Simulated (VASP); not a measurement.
Here is a VASP 6.6.1 calculation.

The input INCAR:

```
SYSTEM = Sn
PREC = Accurate ; ENCUT = 520
EDIFF = 1E-6 ; ISMEAR = 0
SIGMA = 0.1 ; LREAL = .False.
LASPH = .True. ; NELM = 60
ALGO = Normal ; ISIF = 2
LWAVE = .False. ; LCHARG = .False.
GGA = PS ; NBANDS = 21
```

Contents of KPOINTS:

```
regular mesh
0
Gamma
  12 12 12
  0 0 0
```

POSCAR

```
Sn
1.0
    0.0000000000      3.1215531680      3.1215531680
    3.1215531680      0.0000000000      3.1215531680
    3.1215531680      3.1215531680      0.0000000000
Sn
2
Direct
    0.5000000000      0.5000000000      0.5000000000
    0.7500000000      0.7500000000      0.7500000000
```

Potentials or basis: VASP PAW PBE potentials, release 64 (Sn_d).

The run is started by

```sh
$ cat potpaw_PBE.64/Sn_d/POTCAR > POTCAR
$ mpirun -np 1 vasp_std > vasp.out
```

Question: Estimate the pressure.

Answer: 8.0 GPa.

Question: What does it give for the band gap on the k mesh?

Answer: 0.05 eV, direct.

Caveat: the cell differs from its parent crystal (strained); the PAW data sets were made with another functional, which shifts forces and pressure a little; spin-orbit coupling is left out, which moves the levels of the heavy elements. A k mesh can miss the band edges.
